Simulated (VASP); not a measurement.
# Al5As (P6/mmm) in VASP: a series of runs, part 2 of 2

VASP 6.6.1. The steps go on from the part before.

## 4. Relaxation of cell and atoms, PBE

This run uses another cell than the first one, of 17.87 Å³/atom.

Contents of INCAR:

```
PREC = Accurate
ENCUT = 600
EDIFF = 1E-6
ISMEAR = 0
SIGMA = 0.1
LREAL = False
LASPH = True
NELM = 60
ALGO = Fast
ISIF = 3
LWAVE = False
LCHARG = False
GGA = PE
IBRION = 2
NSW = 100
EDIFFG = -0.01
```

Contents of KPOINTS:

```
regular mesh
0
Gamma
  12 12 6
```

Contents of POSCAR:

```
Al5As
1.0
    4.5873338460      0.0000000000      0.0000000000
   -2.2936669230      3.9727476463      0.0000000000
    0.0000000000      0.0000000000      5.8846928378
Al As
5 1
Direct
    0.3333333333      0.6666666667      0.2474774115
    0.3333333333      0.6666666667      0.7525225885
    0.6666666667      0.3333333333      0.7525225885
    0.6666666667      0.3333333333      0.2474774115
    0.0000000000      0.0000000000      0.5000000000
    0.0000000000      0.0000000000      0.0000000000
```

The run is started by

```
cat potpaw_PBE.64/Al/POTCAR potpaw_PBE.64/As/POTCAR > POTCAR
mpirun -np 1 vasp_std > vasp.out
```

Run time: 7.7 min. Hardware: 1 thread of Intel Xeon Platinum 8488C (Sapphire Rapids), shared host; peak memory 0.36 GiB.

It converged, with:

```
Free energy                           : -22.2100 eV
Relaxed volume                        : 17.85 Å³/atom
Relaxed cell                          : a = 4.673 Å, b = 4.673 Å, c = 5.664 Å, α = 90.00°, β = 90.00°, γ = 120.00°
Space group after relaxing (to 0.1 Å) : P6/mmm (No. 191)
Energy gained by relaxing             : 8.8 meV/atom
Ionic steps                           : 8
Pressure after relaxing               : 0.0 GPa
Largest force after relaxing          : 0.003 eV/Å
```

Forces in eV/Å, atoms in the order of the input:
```
Al   0.000  0.000 -0.003
Al   0.000  0.000  0.003
Al   0.000  0.000  0.003
Al   0.000  0.000 -0.003
Al   0.000  0.000  0.000
As   0.000  0.000  0.000
```

Stress tensor (GPa, compression positive):
```
-0.05  0.00  0.00
 0.00 -0.05  0.00
 0.00  0.00  0.03
```

Step by step:
| step | energy change (eV) | largest force (eV/Å) | pressure (GPa) | volume (Å³) |
| --- | --- | --- | --- | --- |
| 1 | 0.0000 | 0.1761 | 0.35 | 107.24 |
| 2 | -0.0272 | 0.1515 | -0.23 | 107.85 |
| 3 | -0.0422 | 0.1078 | -0.85 | 108.54 |
| 4 | -0.0445 | 0.0817 | -1.05 | 108.85 |
| 5 | -0.0523 | 0.0155 | 0.27 | 106.64 |
| 6 | -0.0527 | 0.0295 | 0.03 | 107.02 |
| 7 | -0.0529 | 0.0166 | 0.01 | 107.05 |
| 8 | -0.0531 | 0.0030 | -0.02 | 107.10 |

Final structure:
```yaml
crystal:
  lattice:
    - [4.67291, 0.00000, 0.00000]
    - [-2.33645, 4.04686, 0.00000]
    - [0.00000, 0.00000, 5.66373]
  atoms:
    - { symbol: Al, position: [0.33333, 0.66667, 0.25373] }
    - { symbol: Al, position: [0.33333, 0.66667, 0.74627] }
    - { symbol: Al, position: [0.66667, 0.33333, 0.74627] }
    - { symbol: Al, position: [0.66667, 0.33333, 0.25373] }
    - { symbol: Al, position: [0.00000, 0.00000, 0.50000] }
    - { symbol: As, position: [0.00000, 0.00000, 0.00000] }
```

Levels at points of the mesh, in eV from the Fermi level:
```csv
k point,band 6,band 7,band 8,band 9,band 10,band 11,band 12,band 13,band 14
"(0.00, 0.00, 0.00)",-3.21,-1.95,-1.95,-1.38,0.42,1.18,1.18,1.40,1.40
"(0.50, 0.00, 0.00)",-4.07,-4.02,-3.62,-0.40,-0.31,-0.24,-0.12,2.97,3.60
"(0.00, 0.00, 0.50)",-2.33,-1.01,-1.01,-0.83,-0.83,-0.82,-0.82,-0.61,-0.06
"(0.50, 0.00, 0.50)",-3.98,-3.12,-3.02,0.20,0.42,1.09,1.53,2.87,3.32
```

Caveat: the highest band is partly filled, so the run has too few bands.

## 5. Relaxation of cell and atoms, PBE

This run uses another cell than the first one, of 17.84 Å³/atom.

Contents of INCAR:

```
PREC = Accurate
ENCUT = 600
EDIFF = 1E-6
ISMEAR = 0
SIGMA = 0.1
LREAL = F
LASPH = T
NELM = 80
ALGO = Fast
ISIF = 3
LWAVE = F
LCHARG = F
GGA = PE
IBRION = 2
NSW = 100
EDIFFG = -0.01
```

Contents of KPOINTS:

```
regular mesh
0
Gamma
  12 12 8
```

Contents of POSCAR:

```
Al5As
1.0
    4.6726474009      0.0000000000      0.0000000000
   -2.3363237004      4.0466313521      0.0000000000
    0.0000000000      0.0000000000      5.6613673341
Al As
5 1
Direct
    0.3333333333      0.6666666667      0.2536658478
    0.3333333333      0.6666666667      0.7463341522
    0.6666666667      0.3333333333      0.7463341522
    0.6666666667      0.3333333333      0.2536658478
    0.0000000000      0.0000000000      0.5000000000
    0.0000000000      0.0000000000      0.0000000000
```

The run is started by

```
cat potpaw_PBE.64/Al/POTCAR potpaw_PBE.64/As/POTCAR > POTCAR
mpirun -np 1 vasp_std > vasp.out
```

Wall time 7.5 min (1 thread of Intel Xeon Platinum 8488C (Sapphire Rapids), shared host); peak memory 0.39 GiB.

It converged, with:

| Property | Result |
| --- | --- |
| Free energy | -22.2161 eV |
| Relaxed volume | 17.86 Å³/atom |
| Relaxed cell | a = 4.698 Å, b = 4.698 Å, c = 5.607 Å, α = 90.00°, β = 90.00°, γ = 120.00° |
| Space group after relaxing (to 0.1 Å) | P6/mmm (No. 191) |
| Energy gained by relaxing | 0.5 meV/atom |
| Ionic steps | 7 |
| Pressure after relaxing | 0.0 GPa |
| Largest force after relaxing | 0.008 eV/Å |

Forces in eV/Å, atoms in the order of the input:
```
Al   0.000  0.000  0.008
Al   0.000  0.000 -0.008
Al   0.000  0.000 -0.008
Al   0.000  0.000  0.008
Al   0.000  0.000  0.000
As   0.000  0.000  0.000
```

Step by step:
| step | energy change (eV) | largest force (eV/Å) | pressure (GPa) | volume (Å³) |
| --- | --- | --- | --- | --- |
| 1 | 0.0000 | 0.0621 | 0.06 | 107.05 |
| 2 | -0.0011 | 0.0452 | 0.00 | 107.14 |
| 3 | -0.0028 | 0.0081 | -0.16 | 107.43 |
| 4 | -0.0028 | 0.0153 | -0.18 | 107.46 |
| 5 | -0.0031 | 0.0200 | 0.10 | 107.01 |
| 6 | -0.0032 | 0.0187 | 0.03 | 107.12 |
| 7 | -0.0033 | 0.0076 | 0.01 | 107.16 |

Final structure:
```yaml
crystal:
  lattice:
    - [4.69777, 0.00000, 0.00000]
    - [-2.34888, 4.06838, 0.00000]
    - [0.00000, 0.00000, 5.60695]
  atoms:
    - { symbol: Al, position: [0.33333, 0.66667, 0.25147] }
    - { symbol: Al, position: [0.33333, 0.66667, 0.74853] }
    - { symbol: Al, position: [0.66667, 0.33333, 0.74853] }
    - { symbol: Al, position: [0.66667, 0.33333, 0.25147] }
    - { symbol: Al, position: [0.00000, 0.00000, 0.50000] }
    - { symbol: As, position: [0.00000, 0.00000, 0.00000] }
```

Levels at points of the mesh, in eV from the Fermi level:
```
           k point  band 7  band 8  band 9  band 10  band 11  band 12  band 13  band 14
(0.00, 0.00, 0.00)   -2.05   -2.05   -1.58     0.33     1.19     1.19     1.41     1.41
(0.50, 0.00, 0.00)   -3.96   -3.71   -0.39    -0.38    -0.21    -0.14     2.75     3.44
(0.00, 0.00, 0.50)   -1.04   -1.04   -0.93    -0.93    -0.89    -0.89    -0.56    -0.51
(0.50, 0.00, 0.50)   -3.20   -3.05    0.32     0.51     1.20     1.68     2.84     3.09
```

Caveat: the highest band is partly filled, so the run has too few bands.

## 6. Summary

```csv
task,cell,k mesh,cutoff (eV),pressure (GPa),relaxed volume (Å³/atom),largest force (eV/Å)
relaxation of cell and atoms,"relaxed from a = 4.514, b = 4.514, c = 6.131 Å, angles 90.0, 90.0, 120.0°, 6 atoms, atomic positions A",6 × 6 × 4,600,0.0,17.87,0.02
single point,"a = 4.699, b = 4.699, c = 5.604 Å, angles 90.0, 90.0, 120.0°, 6 atoms, atomic positions B",12 × 12 × 8,520,0.0,-,-
relaxation of cell and atoms,"relaxed from a = 4.587, b = 4.587, c = 5.885 Å, angles 90.0, 90.0, 120.0°, 6 atoms, atomic positions A",12 × 12 × 6,600,0.0,17.85,-
relaxation of cell and atoms,"relaxed from a = 4.673, b = 4.673, c = 5.661 Å, angles 90.0, 90.0, 120.0°, 6 atoms, atomic positions B",12 × 12 × 8,600,0.0,17.86,0.01
```

Alike in all rows: level PBE; potentials or basis VASP PAW PBE potentials, release 64 (Al, As); no spin polarisation; smearing gaussian 0.1 eV.

Caveats: the highest band is partly filled, so the run has too few bands (at least some runs).

Total energies depend on the potentials used, so only differences within one code and one set of settings carry meaning.
